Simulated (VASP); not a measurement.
## Na: single point with PBEsol

Na:

```
Na
1.0
     3.10826   -1.77401   -0.11930
     3.10826    1.77401   -0.11930
    -2.46382    0.00000    9.95114
Na
3
Direct
  0.00000 0.00000 0.00000
  0.23613 0.23613 0.65961
  0.76387 0.76387 0.34039
```

This cell differs from its parent crystal: strained.

- Program: VASP 6.6.1
- Task: single point
- Functional: PBEsol
- Potentials or basis: VASP PAW PBE potentials, release 64 (Na_pv)
- Cutoff: 520 eV
- k mesh: 14 × 14 × 6
- Occupations: gaussian, width 0.1 eV
- Spin: no spin polarisation

```yaml
Pressure: 0.1 GPa
Largest_force: 0.053 eV/Å
Band_gap_on_the_k_mesh: zero (an odd number of electrons rules out a gap without spin polarisation)
```

Forces in eV/Å, atoms in the order of the input:
```
Na   0.000  0.000  0.000
Na  -0.006  0.000  0.053
Na   0.006  0.000 -0.053
```

Stress tensor (GPa, compression positive):
```
 0.53  0.00  0.06
 0.00  0.88  0.00
 0.06  0.00 -1.02
```

Levels at points of the mesh, in eV from the Fermi level:
```tsv
k point	band 7	band 8	band 9	band 10	band 11	band 12	band 13	band 14	band 15	band 16
(0.00, 0.00, 0.00)	-24.77	-24.77	-24.77	-3.33	-1.78	-1.70	2.78	2.83	9.51	10.32
(0.50, 0.00, 0.00)	-24.78	-24.78	-24.77	0.60	0.76	1.27	1.80	2.86	2.97	5.29
(0.50, 0.50, 0.00)	-24.78	-24.77	-24.77	0.72	0.79	0.98	1.27	3.61	3.63	4.01
(0.00, 0.00, 0.50)	-24.77	-24.77	-24.77	-2.97	-2.88	0.08	0.30	6.06	6.06	11.17
(0.50, 0.00, 0.50)	-24.78	-24.77	-24.77	0.64	0.77	1.19	1.71	2.99	3.13	5.04
(0.50, 0.50, 0.50)	-24.78	-24.78	-24.77	0.44	0.65	1.66	2.06	2.25	2.36	6.09
```

Wall time 3.7 min on 1 thread of Intel(R) Xeon(R) 6975P-C (Granite Rapids), on a shared host, peak memory 0.56 GiB.

Caveat: the cell differs from its parent crystal (strained); the PAW data sets were made with another functional, which shifts forces and pressure a little.
